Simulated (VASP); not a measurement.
# SnS2 in VASP: notebook

The runs below take SnS2 through single point, relaxation of the atoms, with PBE+D3(BJ).

Program: VASP 6.6.1. These are calculated values, not measurements. Logs are shortened: lines on timing, memory, paths and dates and some standing lists are left out, and cuts for length are marked.

## (1) The cell of the first run

The cell holds a slab with vacuum, 27 atoms: a = 11.009 Å, b = 11.009 Å, c = 18.956 Å, α = 90.00°, β = 90.00°, γ = 120.00°.

## (2) Single point, PBE+D3(BJ)

The input, INCAR:

```
SYSTEM = SnS2
ALGO = Normal
DIPOL = 0.5 0.5 0.500
EDIFF = 1E-7
ENCUT = 520
GGA = PE
IDIPOL = 3
ISIF = 2
ISMEAR = 0
IVDW = 12
LASPH = .True.
LCHARG = .True.
LDIPOL = .True.
LELF = .True.
LREAL = Auto
LVACPOTAV = .True.
LVHAR = .True.
LWAVE = .False.
NBANDS = 136
NELM = 80
PREC = Accurate
SIGMA = 0.05
```

The input, KPOINTS:

```
k-points
0
Gamma
  2 2 1
  0 0 0
```

The input, POSCAR:

```
SnS2
1.0
   11.0092244223      0.0000000000      0.0000000000
   -5.5046122112      9.5342680257      0.0000000000
    0.0000000000      0.0000000000     18.9562883987
S Sn
18 9
Direct
    0.1111111111      0.2222222222      0.4220235434
    0.1111111111      0.5555555556      0.4220235434
    0.1111111111      0.8888888889      0.4220235434
    0.4444444444      0.2222222222      0.4220235434
    0.4444444444      0.5555555556      0.4220235434
    0.4444444444      0.8888888889      0.4220235434
    0.7777777778      0.2222222222      0.4220235434
    0.7777777778      0.5555555556      0.4220235434
    0.7777777778      0.8888888889      0.4220235434
    0.2222222222      0.1111111111      0.5783593580
    0.2222222222      0.4444444444      0.5783593580
    0.2222222222      0.7777777778      0.5783593580
    0.5555555556      0.1111111111      0.5783593580
    0.5555555556      0.4444444444      0.5783593580
    0.5555555556      0.7777777778      0.5783593580
    0.8888888889      0.1111111111      0.5783593580
    0.8888888889      0.4444444444      0.5783593580
    0.8888888889      0.7777777778      0.5783593580
    0.0000000000      0.0000000000      0.5001905778
    0.0000000000      0.3333333333      0.5001905778
    0.0000000000      0.6666666667      0.5001905778
    0.3333333333      0.0000000000      0.5001905778
    0.3333333333      0.3333333333      0.5001905778
    0.3333333333      0.6666666667      0.5001905778
    0.6666666667      0.0000000000      0.5001905778
    0.6666666667      0.3333333333      0.5001905778
    0.6666666667      0.6666666667      0.5001905778
```

Potentials or basis: VASP PAW PBE potentials, release 64 (S, Sn_d).

Run with:

```console
> cat potpaw_PBE.64/S/POTCAR potpaw_PBE.64/Sn_d/POTCAR > POTCAR
> mpirun -np 1 vasp_std > vasp.out
```

OUTCAR:

```text
SYSTEM = SnS2
   EDIFF = 1E-7
   ENCUT = 520
   GGA = PE
   ISIF = 2
   ISMEAR = 0
   IVDW = 12
   LASPH = .True.
   LREAL = Auto
   NELM = 80
   PREC = Accurate
 IVDW          = 12

 ion  position               nearest neighbor table
   1  0.111  0.222  0.422-  23 2.59  19 2.59  20 2.59
   2  0.111  0.556  0.422-  24 2.59  21 2.59  20 2.59
   3  0.111  0.889  0.422-  22 2.59  21 2.59  19 2.59
   4  0.444  0.222  0.422-  22 2.59  23 2.59  26 2.59
   5  0.444  0.556  0.422-  24 2.59  27 2.59  23 2.59
   6  0.444  0.889  0.422-  24 2.59  22 2.59  25 2.59
[... 10 lines left out ...]
  17  0.889  0.444  0.578-  26 2.59  20 2.59  21 2.59
  18  0.889  0.778  0.578-  27 2.59  19 2.59  21 2.59
  19  0.000  0.000  0.500-   9 2.59   1 2.59   3 2.59  10 2.59  18 2.59  16 2.59  23 3.67  27 3.67
                            25 3.67  22 3.67  20 3.67  21 3.67
  20  0.000  0.333  0.500-   7 2.59   1 2.59   2 2.59  11 2.59  16 2.59  17 2.59  25 3.67  23 3.67
                            26 3.67  19 3.67  24 3.67  21 3.67
  21  0.000  0.667  0.500-   8 2.59   3 2.59   2 2.59  12 2.59  18 2.59  17 2.59  22 3.67  24 3.67
                            27 3.67  19 3.67  26 3.67  20 3.67
  22  0.333  0.000  0.500-   3 2.59   4 2.59   6 2.59  12 2.59  10 2.59  13 2.59  21 3.67  19 3.67
                            23 3.67  24 3.67  26 3.67  25 3.67
  23  0.333  0.333  0.500-   1 2.59   4 2.59   5 2.59  10 2.59  11 2.59  14 2.59  19 3.67  20 3.67
                            22 3.67  27 3.67  26 3.67  24 3.67
  24  0.333  0.667  0.500-   2 2.59   6 2.59   5 2.59  12 2.59  15 2.59  11 2.59  21 3.67  22 3.67
                            20 3.67  25 3.67  27 3.67  23 3.67
  25  0.667  0.000  0.500-   7 2.59   9 2.59   6 2.59  16 2.59  15 2.59  13 2.59  20 3.67  19 3.67
                            26 3.67  27 3.67  24 3.67  22 3.67
  26  0.667  0.333  0.500-   7 2.59   4 2.59   8 2.59  17 2.59  13 2.59  14 2.59  20 3.67  25 3.67
                            22 3.67  21 3.67  23 3.67  27 3.67
  27  0.667  0.667  0.500-   9 2.59   8 2.59   5 2.59  18 2.59  15 2.59  14 2.59  19 3.67  21 3.67
                            25 3.67  23 3.67  24 3.67  26 3.67

  LATTYP: Found a hexagonal cell.
 ALAT       =    11.0092244223
 C/A-ratio  =     1.7218550255

  Lattice vectors:

 A1 = (  11.0092244223,   0.0000000000,   0.0000000000)
 A2 = (  -5.5046122112,   9.5342680257,   0.0000000000)
 A3 = (   0.0000000000,   0.0000000000,  18.9562883987)

Analysis of symmetry for initial positions (statically):
=====================================================================
 Subroutine PRICEL returns following result:

  LATTYP: Found a hexagonal cell.
 ALAT       =     3.6697414737
 C/A-ratio  =     5.1655650771

  Lattice vectors:

 A1 = (   3.6697414737,   0.0000000000,   0.0000000000)
 A2 = (  -1.8348707369,   3.1780893416,   0.0000000000)
 A3 = (   0.0000000000,   0.0000000000,  18.9562883987)

   9 primitive cells build up your supercell.

 Routine SETGRP: Setting up the symmetry group for a
 hexagonal supercell.

 Subroutine GETGRP returns: Found 12 space group operations
 (whereof  6 operations were pure point group operations)
 out of a pool of 24 trial point group operations.

The static configuration has the point symmetry C_3v.
 The point group associated with its full space group is D_3d.

Analysis of symmetry for dynamics (positions and initial velocities):
=====================================================================
 Subroutine PRICEL returns following result:

  LATTYP: Found a hexagonal cell.
 ALAT       =     3.6697414737
 C/A-ratio  =     5.1655650771

  Lattice vectors:

 A1 = (   3.6697414737,   0.0000000000,   0.0000000000)
 A2 = (  -1.8348707369,   3.1780893416,   0.0000000000)
 A3 = (   0.0000000000,   0.0000000000,  18.9562883987)

   9 primitive cells build up your supercell.

 Routine SETGRP: Setting up the symmetry group for a
 hexagonal supercell.

 Subroutine GETGRP returns: Found 12 space group operations
 (whereof  6 operations were pure point group operations)
 out of a pool of 24 trial point group operations.

The dynamic configuration has the point symmetry C_3v.
 The point group associated with its full space group is D_3d.

 Subroutine INISYM returns: Found 12 space group operations
 (whereof  6 operations are pure point group operations),
 and found     9 'primitive' translations

----------------------------------------------------------------------------------------

                                     Primitive cell

  volume of cell :     221.0828

  direct lattice vectors                    reciprocal lattice vectors
     3.669741474  0.000000000  0.000000000     0.272498760  0.157327232  0.000000000
    -1.834870737  3.178089342  0.000000000     0.000000000  0.314654465  0.000000000
     0.000000000  0.000000000 18.956288399     0.000000000  0.000000000  0.052752943

  length of vectors
     3.669741474  3.669741474 18.956288399     0.314654465  0.314654465  0.052752943

  position of ions in fractional coordinates (direct lattice)
     0.333333333  0.666666667  0.422023543
     0.666666667  0.333333333  0.578359358
     0.000000000  1.000000000  0.500190578

  ion indices of the primitive-cell ions
   primitive index   ion index
                 1           1
                 2          10
                 3          20

----------------------------------------------------------------------------------------

 KPOINTS: k-points

Automatic generation of k-mesh.
 Grid dimensions read from file:
 generate k-points for:    2    2    1

 Generating k-lattice:

  Cartesian coordinates                     Fractional coordinates (reciprocal lattice)
     0.045416460  0.026221205  0.000000000     0.500000000  0.000000000  0.000000000
     0.000000000  0.052442411  0.000000000     0.000000000  0.500000000  0.000000000
     0.000000000  0.000000000  0.052752943     0.000000000  0.000000000  1.000000000

  Length of vectors
     0.052442411  0.052442411  0.052752943

  Shift w.r.t. Gamma in fractional coordinates (k-lattice)
     0.000000000  0.000000000  0.000000000

 Subroutine IBZKPT returns following result:
 ===========================================

 Found      2 irreducible k-points:

 Following reciprocal coordinates:
            Coordinates               Weight
  0.000000  0.000000  0.000000      1.000000
  0.500000  0.000000  0.000000      3.000000
   k-points           NKPTS =      2   k-points in BZ     NKDIM =      2   number of bands    NBANDS=    136
   number of dos      NEDOS =    301   number of ions     NIONS =     27
   total plane-waves  NPLWV = ******
   dimension x,y,z NGX =    84 NGY =   84 NGZ =  144
   dimension x,y,z NGXF=   168 NGYF=  168 NGZF=  288
   ions per type =              18   9
   NGX,Y,Z   is equivalent  to a cutoff of  12.68, 12.68, 12.63 a.u.
   NGXF,Y,Z  is equivalent  to a cutoff of  25.37, 25.37, 25.26 a.u.
 SYSTEM =  SnS2
   PREC   = accura    normal or accurate (medium, high low for compatibility)
   ISTART =      0    job   : 0-new  1-cont  2-samecut
   ICHARG =      2    charge: 1-file 2-atom 10-const
   ISPIN  =      1    spin polarized calculation?
   LNONCOLLINEAR =      F non collinear calculations
   LSORBIT =      F    spin-orbit coupling
   LASPH  =      T    aspherical Exc in radial PAW
   ENCUT  =  520.0 eV  38.22 Ry    6.18 a.u.  20.47 20.47 35.25*2*pi/ulx,y,z
   NELM   =     80;   NELMIN=  2; NELMDL= -5     # of ELM steps
   EDIFF  = 0.1E-06   stopping-criterion for ELM
   LREAL  =      T    real-space projection
   EDIFFG = 0.1E-05   stopping-criterion for IOM
   NSW    =      0    number of steps for IOM
   IBRION =     -1    ionic relax: 0-MD 1-quasi-New 2-CG
   NFREE  =      0    steps in history (QN), initial steepest desc. (CG)
   ISIF   =      2    stress and relaxation
   ISYM   =      2    0-nonsym 1-usesym 2-fastsym
   POTIM  = 0.5000    time-step for ionic-motion
   TEBEG  =    0.0;   TEEND  =   0.0 temperature during run
   PSTRESS=    0.0 pullay stress
   NELECT =     234.0000    total number of electrons
   NUPDOWN=      -1.0000    fix difference up-down
   EMIN   =  10.00;   EMAX   =-10.00  energy-range for DOS
   EFERMI =   0.00;   METHOD = LEGACY
   ISMEAR =     0;   SIGMA  =   0.05  broadening in eV -4-tet -1-fermi 0-gaus
   EFERMI_NEDOS =   21; number of points for ismear=-14 and -15
   IALGO  =     38    algorithm
   IMIX   =      4    mixing-type and parameters
     AMIX     =   0.40;   BMIX     =  1.00
     AMIX_MAG =   1.60;   BMIX_MAG =  1.00
  volume/ion in A,a.u.               =      73.69       497.31
  Fermi-wavevector in a.u.,A,eV,Ry     =   0.802074  1.515700  8.752932  0.643322
  Thomas-Fermi vector in A             =   1.909682
   LORBIT       =      0    0 simple, 1 ext, 2 COOP (PROOUT), +10 PAW based schemes
   GGA     = PE    functional components
   LHFCALC =     F    Hartree Fock is set to
   AEXX    =    0.0000 exact exchange contribution
   IVDW    =    12    specifies the selected vdW correction
   LEPSILON=     F    determine dielectric tensor
   LRPA    =     F    only Hartree local field effects (RPA)
 non-spin polarized calculation
 Gauss-broadening in eV      SIGMA  =   0.05
  energy-cutoff  :      520.00
  volume of cell :     1989.74
 maximum number of plane-waves:     53597
 NGX is ok and might be reduce to    84
   NGX = 41   NGY = 41   NGZ = 71

 number of electron     234.0000074 magnetization

 dipolmoment           0.000000      0.000000     -0.002035 electrons x Angstroem

 Free energy of the ion-electron system (eV)
  ---------------------------------------------------
  ext. energy  EPLUGINS =         0.00000000
  ---------------------------------------------------
  free energy    TOTEN  =      -118.85019470 eV

  energy without entropy =     -118.85019470  energy(sigma->0) =     -118.85019470

 E-fermi :  -2.9910     XC(G=0):  -3.4825

 val. band max:       -3.2959309708   @ k =   0.5000   0.0000   0.0000
 cond. band min:      -1.7175575318   @ k =   0.5000   0.0000   0.0000
 fundamental gap:      1.5783734390
 Fermi energy:        -2.9910220725

 k-point     1 :       0.0000    0.0000    0.0000
  band No.  band energies     occupation
      1     -24.1132      2.00000
      2     -24.1132      2.00000
      3     -24.1132      2.00000
      4     -24.1132      2.00000
      5     -24.1132      2.00000
      6     -24.1132      2.00000
[... 121 lines left out ...]
    128       1.6656      0.00000
    129       1.6656      0.00000

 k-point     2 :       0.5000    0.0000    0.0000
  band No.  band energies     occupation
      1     -24.1328      2.00000
      2     -24.1122      2.00000
      3     -24.1122      2.00000
      4     -24.1122      2.00000
      5     -24.1122      2.00000
      6     -24.0939      2.00000
[... 121 lines left out ...]
    128       1.4052      0.00000
    129       1.5059      0.00000
 [bands above 129 left out]

------------------------ aborting loop because EDIFF is reached ----------------------------------------

 vacuum level on the upper side and lower side of the slab       (xc-potential included)        -0.095        -0.091

 Edisp (eV)   -6.25571

 E8    (eV) :    -2.7403

  FORCE on cell =-STRESS in cart. coord.  units (eV):
  Direction    XX          YY          ZZ          XY          YZ          ZX
  --------------------------------------------------------------------------------------
  -------------------------------------------------------------------------------------
  Total      -0.98613    -0.98613    -0.38948     0.00000     0.00000     0.00000
  in kB      -0.79405    -0.79405    -0.31362     0.00000     0.00000     0.00000
  external pressure =       -0.63 kB  Pullay stress =        0.00 kB

 VOLUME and BASIS-vectors are now :
 -----------------------------------------------------------------------------
  energy-cutoff  :      520.00
  volume of cell :     1989.74
      direct lattice vectors                 reciprocal lattice vectors
    11.009224422  0.000000000  0.000000000     0.090832920  0.052442411  0.000000000
    -5.504612211  9.534268026  0.000000000     0.000000000  0.104884821  0.000000000
     0.000000000  0.000000000 18.956288399     0.000000000  0.000000000  0.052752943

 POSITION                                       TOTAL-FORCE (eV/Angst)
 -----------------------------------------------------------------------------------
     -0.00000      2.11873      8.00000         0.000000     -0.000000      0.003768
     -1.83487      5.29682      8.00000         0.000000      0.000000      0.003768
     -3.66974      8.47490      8.00000        -0.000000      0.000000      0.003768
      3.66974      2.11873      8.00000         0.000000      0.000000      0.003768
      1.83487      5.29682      8.00000        -0.000000     -0.000000      0.003768
     -0.00000      8.47490      8.00000         0.000000      0.000000      0.003768
[... 19 lines left out ...]
      5.50461      3.17809      9.48176         0.000000      0.000000      0.000000
      3.66974      6.35618      9.48176         0.000000     -0.000000     -0.000000
 -----------------------------------------------------------------------------------
    total drift:                               -0.000000     -0.000001     -0.287786

  FREE ENERGIE OF THE ION-ELECTRON SYSTEM (eV)
  ---------------------------------------------------
  free  energy   TOTEN  =      -125.1059069426 eV

  energy  without entropy=     -125.1059069426  energy(sigma->0) =     -125.10590694

 vacuum level on the upper side and lower side of the slab         3.463         3.466
```

Run time: 30 min. Hardware: 1 thread of Intel Xeon Platinum 8259CL at 2.50GHz (Skylake/Cascade Lake), shared host; peak memory 1.9 GiB.

Results:

```
Free energy                            : -125.1059 eV
Largest force                          : 0.004 eV/Å
Band gap on the k mesh                 : 1.58 eV
Dispersion energy per atom             : -0.232 eV
Ionisation potential of the upper face : 6.76 eV
```

Forces in eV/Å, atoms in the order of the input:
```
S    0.000  0.000  0.004
S    0.000  0.000  0.004
S    0.000  0.000  0.004
S    0.000  0.000  0.004
S    0.000  0.000  0.004
S    0.000  0.000  0.004
S    0.000  0.000  0.004
S    0.000  0.000  0.004
S    0.000  0.000  0.004
S    0.000  0.000 -0.004
S    0.000  0.000 -0.004
S    0.000  0.000 -0.004
S    0.000  0.000 -0.004
S    0.000  0.000 -0.004
S    0.000  0.000 -0.004
S    0.000  0.000 -0.004
S    0.000  0.000 -0.004
S    0.000  0.000 -0.004
Sn   0.000  0.000  0.000
Sn   0.000  0.000  0.000
Sn   0.000  0.000  0.000
Sn   0.000  0.000  0.000
Sn   0.000  0.000  0.000
Sn   0.000  0.000  0.000
Sn   0.000  0.000  0.000
Sn   0.000  0.000  0.000
Sn   0.000  0.000  0.000
```

Caveat: spin-orbit coupling is left out, which moves the levels of the heavy elements.

[end of part 1 of 2]
